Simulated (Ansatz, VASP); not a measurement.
# ZnO in VASP and in Ansatz

File INCAR:

```
SYSTEM = ZnO
ALGO = Normal
EDIFF = 1E-6
ENCUT = 520
GGA = PE
ISIF = 2
ISMEAR = 0
LASPH = .True.
LCHARG = .False.
LREAL = .False.
LWAVE = .False.
NBANDS = 26
NELM = 60
PREC = Accurate
SIGMA = 0.1
```

The input KPOINTS:

```
k-points
0
Gamma
  4 4 4
  0 0 0
```

The input POSCAR:

```
ZnO
1.0
    3.8730307900      0.0000000000      0.0000000000
    0.0000000000      3.8730307900      0.0000000000
    0.0000000000      0.0000000000      5.4772926700
Zn O
2 2
Direct
    0.0000000000      0.5000000000      0.0000000000
    0.5000000000      0.0000000000      0.5000000000
    0.5000000000      0.5000000000      0.2500000000
    0.5000000000      0.5000000000      0.7500000000
```

Input for Ansatz:

```yaml
crystal:
  lattice:
    - [3.87303079, 0.0, 0.0]
    - [0.0, 3.87303079, 0.0]
    - [0.0, 0.0, 5.47729267]
  atoms:
    - { symbol: Zn, position: [0.0, 0.5, 0.0] }
    - { symbol: Zn, position: [0.5, 0.0, 0.5] }
    - { symbol: O, position: [0.5, 0.5, 0.25] }
    - { symbol: O, position: [0.5, 0.5, 0.75] }
basis:
  ecutwfc: 420
kpoints:
  mp_grid: { grid: [4, 4, 4] }
hamiltonian:
  xc: pbe
scf:
  occupations: { method: gaussian, width: 0.1 }
  lower_state_search: "off"
output:
  forces: true
  stress: true
  eigenvalues: true
```

Change from the starting cell: ordered vacancies on the anion sites of fluorite (P4_2/mmc, No. 131).

Alike in both runs: task single point; functional PBE; k mesh 4 × 4 × 4; occupations gaussian, width 0.1 eV; no spin polarisation.

|  | VASP | Ansatz |
| --- | --- | --- |
| version | VASP 6.6.1 | Ansatz 0.2.0 |
| potentials or method | VASP PAW PBE potentials, release 64 (Zn, O), cutoff 520 eV | scalar-relativistic, plane waves, PAW |
| valence electrons in the cell | 36 | 36 |

```csv
,VASP,Ansatz,Ansatz less VASP
gap on the k mesh at the Fermi level (eV),none,none,-
pressure (GPa),-17.5,-17.6,-0.06
"traceless stress, the component that is largest in VASP (GPa)",7.12,7.12,+0.007
```

A gap of «none» marks a metal or a gap that the smearing closes.

The k mesh is coarse, so the values compare programs but aren't converged.
